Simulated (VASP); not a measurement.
A run of VASP 6.6.1 is set up as follows.

Contents of INCAR:

```
ALGO = Normal
EDIFF = 1E-7
EDIFFG = -0.04
ENCUT = 750
GGA = PE
GGA_COMPAT = False
IBRION = 2
ISIF = 3
ISMEAR = 0
LASPH = True
LCHARG = False
LMAXMIX = 6
LREAL = False
LWAVE = False
NELM = 200
NELMIN = 4
NSW = 90
PREC = Accurate
SIGMA = 0.1
```

The input KPOINTS:

```
k-points
0
Gamma
  4 4 4
```

File POSCAR:

```
Li3Dy
1.0
    0.0000000000      3.3322081800      3.3322081800
    3.3322081800      0.0000000000      3.3322081800
    3.3322081800      3.3322081800      0.0000000000
Li Dy
3 1
Direct
    0.5000000000      0.5000000000      0.5000000000
    0.2500000000      0.2500000000      0.2500000000
    0.7500000000      0.7500000000      0.7500000000
    0.0000000000      0.0000000000      0.0000000000
```

Potentials or basis: VASP PAW PBE potentials, release 64 (Li_sv, Dy_3), 4f in core.

Run with:

```sh
$ cat potpaw_PBE.64/Li_sv/POTCAR potpaw_PBE.64/Dy_3/POTCAR > POTCAR
$ mpirun -np 1 vasp_std > vasp.out
```

**Question.** What does it give for the relaxed cell?

**Answer.** a = 5.056 Å, b = 5.056 Å, c = 5.056 Å, α = 60.00°, β = 60.00°, γ = 60.00°.

**Question.** What does it give for the relaxed volume?

**Answer.** 22.85 Å³/atom.

**Question.** What does it give for the band gap on the k mesh?

**Answer.** Zero (bands 9 and 10 overlap by 0.85 eV).

Final structure:
```yaml
crystal:
  lattice:
    - [0.00000, 3.57503, 3.57503]
    - [3.57503, 0.00000, 3.57503]
    - [3.57503, 3.57503, 0.00000]
  atoms:
    - { symbol: Li, position: [0.50000, 0.50000, 0.50000] }
    - { symbol: Li, position: [0.25000, 0.25000, 0.25000] }
    - { symbol: Li, position: [0.75000, 0.75000, 0.75000] }
    - { symbol: Dy, position: [0.00000, 0.00000, 0.00000] }
```

Caveat: the k points lie up to 0.38 Å⁻¹ apart in the final cell, too coarse for converged energies and pressures of a metal; the volume moved by over 15 % at a fixed basis, so the end points are rough; spin-orbit coupling is left out, which moves the levels of the heavy elements; the 4f electrons are frozen in the core, so they carry no moment and show no levels. Spin polarisation is off, so any magnetic state and its effect on volume and gap are missing.
